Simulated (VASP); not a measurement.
KCl:

```
K Cl
1.0
     0.00000    3.12182    3.12182
     3.12182    0.00000    3.12182
     3.12182    3.12182    0.00000
K Cl
1 1
Direct
  0.00000 0.00000 0.00000
  0.50000 0.50000 0.50000
```

Base run:

```yaml
Program: VASP 6.6.1
Functional: PBEsol
Potentials_or_basis: VASP PAW PBE potentials, release 64 (K_sv, Cl)
Cutoff: 500 eV
k_mesh: 7 × 7 × 7
Occupations: fermi-dirac, width 0.05 eV
Spin: no spin polarisation
```

Its results: band gap on the k mesh 5.10 eV, direct; pressure 0.0 GPa.

Task: The run is repeated on the same cell with these changes: functional from PBEsol to r2SCAN; cutoff from 500 eV to 550 eV. What comes out?

Result: Band gap on the k mesh 5.91 eV, direct; pressure 0.5 GPa.

r2SCAN gives the wider gap, since meta-GGAs in the generalised Kohn-Sham scheme recover part of the derivative discontinuity.

Caveats: the PAW data sets were made with another functional, which shifts forces and pressure a little.

A k mesh can miss the band edges.
